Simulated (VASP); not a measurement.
# ZnCu (Cmmm) in VASP: a series of runs

The runs below take ZnCu through single point, with r2SCAN.

Everything below comes from runs of VASP 6.6.1. Logs are shortened: lines on timing, memory, paths and dates and some standing lists are left out, and cuts for length are marked.

### 1 The cell of the first run

Symmetry: Cmmm, No. 65, orthorhombic system. The conventional cell has a = 2.895 Å, b = 4.126 Å, c = 4.027 Å, α = 90.00°, β = 90.00°, γ = 90.00°. Within 3.3 Å of Zn (site symmetry mmm) lie 8 Cu at 2.48 to 2.88 Å and 6 Zn at 2.52 to 2.89 Å. Within 3.3 Å of Cu (site symmetry mmm) lie 8 Zn at 2.48 to 2.88 Å and 6 Cu at 2.52 to 2.89 Å.

### 2 Single point, r2SCAN

Contents of POSCAR:

```
ZnCu
1.0
    1.4472501044     -2.0631322527      0.0000000000
    1.4472501044      2.0631322527      0.0000000000
    0.0000000000      0.0000000000      4.0272432918
Zn Cu
1 1
Direct
    0.5000000000      0.5000000000      0.5000000000
    0.0000000000      0.0000000000      0.0000000000
```

Contents of INCAR.step1:

```
PREC = Accurate
ENCUT = 520
ISMEAR = 1
SIGMA = 0.1
LREAL = F
LASPH = T
NELM = 60
NBANDS = 18
GGA = PE
ALGO = Normal
EDIFF = 1E-4
LWAVE = T
LCHARG = F
```

Contents of INCAR.step2:

```
PREC = Accurate
ENCUT = 520
EDIFF = 1E-6
ISMEAR = 1
SIGMA = 0.1
LREAL = F
LASPH = T
NELM = 60
ALGO = Normal
ISIF = 2
LWAVE = F
LCHARG = F
METAGGA = R2SCAN
LMIXTAU = T
NBANDS = 18
ISTART = 1
```

Contents of KPOINTS:

```
Automatic mesh
0
Gamma
  12 12 7
```

Potentials or basis: VASP PAW PBE potentials, release 64 (Zn, Cu).

Launch:

```
> cat potpaw_PBE.64/Zn/POTCAR potpaw_PBE.64/Cu/POTCAR > POTCAR
> cp INCAR.step1 INCAR
> mpirun -np 1 vasp_std > vasp.out
> cp INCAR.step2 INCAR
> mpirun -np 1 vasp_std > vasp.out
```

OUTCAR:

```text
PREC = Accurate
   ENCUT = 520
   EDIFF = 1E-6
   ISMEAR = 1
   LREAL = F
   LASPH = T
   NELM = 60
   ISIF = 2
   METAGGA = R2SCAN
   ISTART = 1

 ion  position               nearest neighbor table
   1  0.500  0.500  0.500-   2 2.48   2 2.48   2 2.48   2 2.48   2 2.88   2 2.88   2 2.88   2 2.88

   2  0.000  0.000  0.000-   1 2.48   1 2.48   1 2.48   1 2.48   1 2.88   1 2.88   1 2.88   1 2.88

  LATTYP: Found a base centered orthorhombic cell.
 ALAT       =     2.8945002088
 B/A-ratio  =     1.4255533625
 C/A-ratio  =     1.3913432376

  Lattice vectors:

 A1 = (   1.4472501044,  -2.0631322527,   0.0000000000)
 A2 = (   1.4472501044,   2.0631322527,   0.0000000000)
 A3 = (   0.0000000000,   0.0000000000,   4.0272432918)

Analysis of symmetry for initial positions (statically):
=====================================================================
 Subroutine PRICEL returns:
 Original cell was already a primitive cell.

 Routine SETGRP: Setting up the symmetry group for a
 base centered orthorhombic supercell.

 Subroutine GETGRP returns: Found  8 space group operations
 (whereof  8 operations were pure point group operations)
 out of a pool of  8 trial point group operations.

The static configuration has the point symmetry D_2h.

Analysis of symmetry for dynamics (positions and initial velocities):
=====================================================================
 Subroutine PRICEL returns:
 Original cell was already a primitive cell.

 Routine SETGRP: Setting up the symmetry group for a
 base centered orthorhombic supercell.

 Subroutine GETGRP returns: Found  8 space group operations
 (whereof  8 operations were pure point group operations)
 out of a pool of  8 trial point group operations.

The dynamic configuration has the point symmetry D_2h.

 Subroutine INISYM returns: Found  8 space group operations
 (whereof  8 operations are pure point group operations),
 and found     1 'primitive' translations

----------------------------------------------------------------------------------------

                                     Primitive cell

  volume of cell :      24.0496

  direct lattice vectors                    reciprocal lattice vectors
     1.447250104 -2.063132253  0.000000000     0.345482787 -0.242349951  0.000000000
     1.447250104  2.063132253  0.000000000     0.345482787  0.242349951  0.000000000
     0.000000000  0.000000000  4.027243292     0.000000000  0.000000000  0.248308813

  length of vectors
     2.520128480  2.520128480  4.027243292     0.422009307  0.422009307  0.248308813

  position of ions in fractional coordinates (direct lattice)
     0.500000000  0.500000000  0.500000000
     0.000000000  0.000000000  0.000000000

  ion indices of the primitive-cell ions
   primitive index   ion index
                 1           1
                 2           2

----------------------------------------------------------------------------------------

 KPOINTS: Automatic mesh

Automatic generation of k-mesh.
 Grid dimensions read from file:
 generate k-points for:   12   12    7

 Generating k-lattice:

  Cartesian coordinates                     Fractional coordinates (reciprocal lattice)
     0.028790232 -0.020195829  0.000000000     0.083333333 -0.000000000  0.000000000
     0.028790232  0.020195829  0.000000000    -0.000000000  0.083333333  0.000000000
     0.000000000  0.000000000  0.035472688     0.000000000  0.000000000  0.142857143

  Length of vectors
     0.035167442  0.035167442  0.035472688

  Shift w.r.t. Gamma in fractional coordinates (k-lattice)
     0.000000000  0.000000000  0.000000000

 Subroutine IBZKPT returns following result:
 ===========================================

 Found    172 irreducible k-points:

 Following reciprocal coordinates:
            Coordinates               Weight
  0.000000  0.000000  0.000000      1.000000
  0.083333  0.000000  0.000000      4.000000
  0.166667  0.000000  0.000000      4.000000
  0.250000  0.000000  0.000000      4.000000
  0.333333  0.000000  0.000000      4.000000
  0.416667  0.000000  0.000000      4.000000
[... 16 lines left out ...]
  0.500000  0.166667  0.000000      4.000000
 -0.416667  0.166667  0.000000      4.000000
 [... further k-points ...]
   k-points           NKPTS =    172   k-points in BZ     NKDIM =    172   number of bands    NBANDS=     18
   number of dos      NEDOS =    301   number of ions     NIONS =      2
   total plane-waves  NPLWV =  12000
   dimension x,y,z NGX =    20 NGY =   20 NGZ =   30
   dimension x,y,z NGXF=    40 NGYF=   40 NGZF=   60
   ions per type =               1   1
   NGX,Y,Z   is equivalent  to a cutoff of  13.19, 13.19, 12.38 a.u.
   NGXF,Y,Z  is equivalent  to a cutoff of  26.39, 26.39, 24.77 a.u.
 SYSTEM =  unknown system
   PREC   = accura    normal or accurate (medium, high low for compatibility)
   ISTART =      1    job   : 0-new  1-cont  2-samecut
   ICHARG =      0    charge: 1-file 2-atom 10-const
   ISPIN  =      1    spin polarized calculation?
   LNONCOLLINEAR =      F non collinear calculations
   LSORBIT =      F    spin-orbit coupling
   LASPH  =      T    aspherical Exc in radial PAW
   ENCUT  =  520.0 eV  38.22 Ry    6.18 a.u.   4.69  4.69  7.49*2*pi/ulx,y,z
   NELM   =     60;   NELMIN=  2; NELMDL=  0     # of ELM steps
   EDIFF  = 0.1E-05   stopping-criterion for ELM
   LREAL  =      F    real-space projection
   EDIFFG = 0.1E-04   stopping-criterion for IOM
   NSW    =      0    number of steps for IOM
   IBRION =     -1    ionic relax: 0-MD 1-quasi-New 2-CG
   NFREE  =      0    steps in history (QN), initial steepest desc. (CG)
   ISIF   =      2    stress and relaxation
   ISYM   =      2    0-nonsym 1-usesym 2-fastsym
   POTIM  = 0.5000    time-step for ionic-motion
   TEBEG  =    0.0;   TEEND  =   0.0 temperature during run
   PSTRESS=    0.0 pullay stress
   NELECT =      23.0000    total number of electrons
   NUPDOWN=      -1.0000    fix difference up-down
   EMIN   =  10.00;   EMAX   =-10.00  energy-range for DOS
   EFERMI =   0.00;   METHOD = LEGACY
   ISMEAR =     1;   SIGMA  =   0.10  broadening in eV -4-tet -1-fermi 0-gaus
   EFERMI_NEDOS =   21; number of points for ismear=-14 and -15
   IALGO  =     38    algorithm
   IMIX   =      4    mixing-type and parameters
     AMIX     =   0.40;   BMIX     =  1.00
     AMIX_MAG =   1.60;   BMIX_MAG =  1.00
  volume/ion in A,a.u.               =      12.02        81.15
  Fermi-wavevector in a.u.,A,eV,Ry     =   1.612927  3.047989 35.395994  2.601532
  Thomas-Fermi vector in A             =   2.708078
   LORBIT       =      0    0 simple, 1 ext, 2 COOP (PROOUT), +10 PAW based schemes
   METAGGA = R2SCAN    functional components
   LHFCALC =     F    Hartree Fock is set to
   AEXX    =    0.0000 exact exchange contribution
   IVDW    =     0    specifies the selected vdW correction
   LEPSILON=     F    determine dielectric tensor
   LRPA    =     F    only Hartree local field effects (RPA)
 non-spin polarized calculation
 Methfessel and Paxton  Order N= 1 SIGMA  =   0.10
  energy-cutoff  :      520.00
  volume of cell :       24.05
 maximum number of plane-waves:       663
   NGX =  9   NGY =  9   NGZ = 15

 number of electron      23.0000027 magnetization

 Free energy of the ion-electron system (eV)
  ---------------------------------------------------
  ext. energy  EPLUGINS =         0.00000000
  ---------------------------------------------------
  free energy    TOTEN  =       -19.82039646 eV

  energy without entropy =      -19.82058815  energy(sigma->0) =      -19.82046036

 E-fermi :   5.8882     XC(G=0): -13.9179

 val. band max:        5.8541336289   @ k =   0.4167   0.1667   0.4286
 cond. band min:       5.9322700128   @ k =   0.4167   0.0833   0.0000
 fundamental gap:      0.0781363840
 Fermi energy:         5.8882207052

 k-point     1 :       0.0000    0.0000    0.0000
  band No.  band energies     occupation
      1      -5.3844      2.00000
      2      -2.7520      2.00000
      3      -2.5463      2.00000
      4      -1.7487      2.00000
      5      -1.7195      2.00000
      6      -1.4892      2.00000
[... 10 lines left out ...]
     17      28.6164      0.00000
     18      30.6068      0.00000

 k-point     2 :       0.0833    0.0000    0.0000
  band No.  band energies     occupation
      1      -5.1803      2.00000
      2      -2.7013      2.00000
      3      -2.5243      2.00000
      4      -1.7884      2.00000
      5      -1.7181      2.00000
      6      -1.5202      2.00000
[... 10 lines left out ...]
     17      28.6194      0.00000
     18      29.0574      0.00000

 k-point     3 :       0.1667    0.0000    0.0000
  band No.  band energies     occupation
      1      -4.5844      2.00000
      2      -2.6109      2.00000
      3      -2.4208      2.00000
      4      -1.9244      2.00000
      5      -1.6982      2.00000
      6      -1.5647      2.00000
[... 10 lines left out ...]
     17      25.8955      0.00000
     18      27.7591      0.00000

 k-point     4 :       0.2500    0.0000    0.0000
  band No.  band energies     occupation
      1      -3.6876      2.00000
      2      -2.5463      2.00000
      3      -2.1795      2.00000
      4      -2.1237      2.00000
      5      -1.6331      2.00000
      6      -1.5857      2.00000
[... 375 lines left out ...]
      4      -1.8281      2.00000
      5      -1.8060      2.00000
      6       1.0589      2.00000
[... 10 lines left out ...]
     17      15.3326      0.00000
     18      23.6568      0.00000

 k-point    23 :       0.5000    0.1667    0.0000
  band No.  band energies     occupation
      1      -2.5882      2.00000
      2      -2.4366      2.00000
      3      -2.0161      2.00000
      4      -1.8897      2.00000
      5      -1.8221      2.00000
      6       0.8953      2.00000
[... 10 lines left out ...]
     17      16.2769      0.00000
     18      24.3994      0.00000

 k-point    24 :      -0.4167    0.1667    0.0000
  band No.  band energies     occupation
      1      -2.4954      2.00000
      2      -2.3807      2.00000
      3      -2.2057      2.00000
      4      -2.0998      2.00000
      5      -1.8110      2.00000
      6      -0.3221      2.00000
[... 10 lines left out ...]
     17      18.9858      0.00000
     18      25.4807      0.00000

 [... further k-points ...]

------------------------ aborting loop because EDIFF is reached ----------------------------------------

  FORCE on cell =-STRESS in cart. coord.  units (eV):
  Direction    XX          YY          ZZ          XY          YZ          ZX
  --------------------------------------------------------------------------------------
  -------------------------------------------------------------------------------------
  Total        1.1195552      0.8152266      0.9233779      0.0000000      0.0000000      0.0000000
  in kB       74.5843294     54.3100749     61.5150748      0.0000000      0.0000000      0.0000000
  external PRESSURE =      63.4698264 kB  Pullay stress =       0.0000000 kB

 VOLUME and BASIS-vectors are now :
 -----------------------------------------------------------------------------
  energy-cutoff  :      520.00
  volume of cell :       24.05
      direct lattice vectors                 reciprocal lattice vectors
     1.447250104 -2.063132253  0.000000000     0.345482787 -0.242349951  0.000000000
     1.447250104  2.063132253  0.000000000     0.345482787  0.242349951  0.000000000
     0.000000000  0.000000000  4.027243292     0.000000000  0.000000000  0.248308813

 POSITION                                       TOTAL-FORCE (eV/Angst)
 -----------------------------------------------------------------------------------
      1.44725      0.00000      2.01362        -0.000000      0.000000      0.000000
      0.00000      0.00000      0.00000         0.000000     -0.000000      0.000000
 -----------------------------------------------------------------------------------
    total drift:                                0.000000      0.000000      0.000000

  FREE ENERGIE OF THE ION-ELECTRON SYSTEM (eV)
  ---------------------------------------------------
  free  energy   TOTEN  =       -19.8203964629 eV

  energy  without entropy=      -19.8205881486  energy(sigma->0) =      -19.82046036
```

Wall time 2.9 min (1 thread of Intel Xeon Platinum 8488C (Sapphire Rapids), shared host); peak memory 0.2 GiB.

What came out:

* Free energy: -19.8204 eV
* Pressure: 6.3 GPa

Caveat: the PAW data sets were made with another functional, which shifts forces and pressure a little.

### 3 Single point, r2SCAN

This run uses another cell than the first one, of 12.37 Å³/atom, 1.029 times its volume.

Contents of POSCAR:

```
ZnCu
1.0
    1.4611002292     -2.0828763447      0.0000000000
    1.4611002292      2.0828763447      0.0000000000
    0.0000000000      0.0000000000      4.0657838469
Zn Cu
1 1
Direct
    0.5000000000      0.5000000000      0.5000000000
    0.0000000000      0.0000000000      0.0000000000
```

Contents of INCAR.step1:

```
  PREC = Accurate
  ENCUT = 520
  ISMEAR = 1
  SIGMA = 0.1
  LREAL = F
  LASPH = T
  NELM = 80
  NBANDS = 18
  GGA = PE
  ALGO = Normal
  EDIFF = 1E-4
  LWAVE = T
  LCHARG = F
```

Contents of INCAR.step2:

```
  PREC = Accurate
  ENCUT = 520
  EDIFF = 1E-6
  ISMEAR = 1
  SIGMA = 0.1
  LREAL = F
  LASPH = T
  NELM = 80
  ALGO = Normal
  ISIF = 2
  LWAVE = F
  LCHARG = T
  METAGGA = R2SCAN
  LMIXTAU = T
  LELF = T
  LVHAR = T
  NBANDS = 18
  ISTART = 1
```

KPOINTS is that of step 2.

Potentials or basis: VASP PAW PBE potentials, release 64 (Zn, Cu).

Launch:

```
> cat potpaw_PBE.64/Zn/POTCAR potpaw_PBE.64/Cu/POTCAR > POTCAR
> cp INCAR.step1 INCAR
> mpirun -np 1 vasp_std > vasp.out
> cp INCAR.step2 INCAR
> mpirun -np 1 vasp_std > vasp.out
```

OUTCAR:

```text
PREC = Accurate
   ENCUT = 520
   EDIFF = 1E-6
   ISMEAR = 1
   LREAL = F
   LASPH = T
   NELM = 80
   ISIF = 2
   METAGGA = R2SCAN
   ISTART = 1

 ion  position               nearest neighbor table
   1  0.500  0.500  0.500-   2 2.50   2 2.50   2 2.50   2 2.50   2 2.91   2 2.91   2 2.91   2 2.91

   2  0.000  0.000  0.000-   1 2.50   1 2.50   1 2.50   1 2.50   1 2.91   1 2.91   1 2.91   1 2.91

  LATTYP: Found a base centered orthorhombic cell.
[... 696 lines left out ...]

------------------------ aborting loop because EDIFF is reached ----------------------------------------

  FORCE on cell =-STRESS in cart. coord.  units (eV):
  Direction    XX          YY          ZZ          XY          YZ          ZX
  --------------------------------------------------------------------------------------
  -------------------------------------------------------------------------------------
  Total        0.4688002      0.2031447      0.2547970      0.0000000      0.0000000      0.0000000
  in kB       30.3515291     13.1521959     16.4963213      0.0000000      0.0000000      0.0000000
  external PRESSURE =      20.0000154 kB  Pullay stress =       0.0000000 kB

 VOLUME and BASIS-vectors are now :
 -----------------------------------------------------------------------------
  energy-cutoff  :      520.00
  volume of cell :       24.75
      direct lattice vectors                 reciprocal lattice vectors
     1.461100229 -2.082876345  0.000000000     0.342207872 -0.240052657  0.000000000
     1.461100229  2.082876345  0.000000000     0.342207872  0.240052657  0.000000000
     0.000000000  0.000000000  4.065783847     0.000000000  0.000000000  0.245955033

 POSITION                                       TOTAL-FORCE (eV/Angst)
 -----------------------------------------------------------------------------------
      1.46110      0.00000      2.03289         0.000000     -0.000000      0.000000
      0.00000      0.00000      0.00000        -0.000000      0.000000      0.000000
 -----------------------------------------------------------------------------------
    total drift:                                0.000000      0.000000      0.000000

  FREE ENERGIE OF THE ION-ELECTRON SYSTEM (eV)
  ---------------------------------------------------
  free  energy   TOTEN  =       -19.8382113028 eV

  energy  without entropy=      -19.8384595224  energy(sigma->0) =      -19.83829404
```

OUTCAR.step1:

```text
PREC = Accurate
   ENCUT = 520
   ISMEAR = 1
   LREAL = F
   LASPH = T
[... 727 lines left out ...]
 -----------------------------------------------------------------------------------
      1.46110      0.00000      2.03289        -0.000000      0.000000      0.000000
      0.00000      0.00000      0.00000         0.000000     -0.000000      0.000000
 -----------------------------------------------------------------------------------
    total drift:                                0.000000      0.000000      0.000000

  FREE ENERGIE OF THE ION-ELECTRON SYSTEM (eV)
  ---------------------------------------------------
  free  energy   TOTEN  =        -4.8859527212 eV

  energy  without entropy=       -4.8863755455  energy(sigma->0) =       -4.88609366
```

OSZICAR.step1:

```text
N       E                     dE             d eps       ncg     rms          rms(c)
DAV:   1     0.114860841716E+03    0.11486E+03   -0.11271E+04  6714   0.213E+03
DAV:   2    -0.112205558760E+01   -0.11598E+03   -0.11135E+03  6236   0.303E+02
DAV:   3    -0.592228296621E+01   -0.48002E+01   -0.47679E+01  7046   0.766E+01
DAV:   4    -0.595976883648E+01   -0.37486E-01   -0.37473E-01  7236   0.621E+00
DAV:   5    -0.596026156598E+01   -0.49273E-03   -0.49271E-03  7056   0.731E-01    0.956E+00
DAV:   6    -0.576665802330E+01    0.19360E+00   -0.15347E+01  6670   0.856E+01    0.578E+00
DAV:   7    -0.490125222816E+01    0.86541E+00   -0.33146E+00  7254   0.763E+01    0.238E+00
DAV:   8    -0.489512904002E+01    0.61232E-02   -0.12334E-01  8756   0.440E+00    0.125E+00
DAV:   9    -0.488604874843E+01    0.90803E-02   -0.17535E-02  7094   0.266E+00    0.920E-02
DAV:  10    -0.488595272116E+01    0.96027E-04   -0.74729E-04  8948   0.425E-01
   1 F= -.48859527E+01 E0= -.48860937E+01  d E =0.422824E-03
```

Run time: 3.3 min. Hardware: 1 thread of Intel Xeon Platinum 8488C (Sapphire Rapids), shared host; peak memory 0.2 GiB.

Results:

```
Free energy : -19.8382 eV
Pressure    : 2.0 GPa
```

Levels at points of the mesh, in eV from the Fermi level:
| k point | band 9 | band 10 | band 11 | band 12 | band 13 | band 14 | band 15 | band 16 |
| --- | --- | --- | --- | --- | --- | --- | --- | --- |
| (0.00, 0.00, 0.00) | -2.62 | -2.59 | -2.50 | -1.84 | 2.61 | 15.67 | 16.27 | 19.46 |
| (0.50, 0.00, 0.00) | -2.89 | -2.67 | -2.32 | -0.73 | 7.11 | 7.35 | 7.39 | 8.40 |
| (0.50, 0.50, 0.00) | -2.93 | -2.27 | -1.88 | 2.00 | 6.63 | 6.77 | 7.12 | 11.70 |

Caveat: the PAW data sets were made with another functional, which shifts forces and pressure a little.

(Continued in part 2 of 2.)
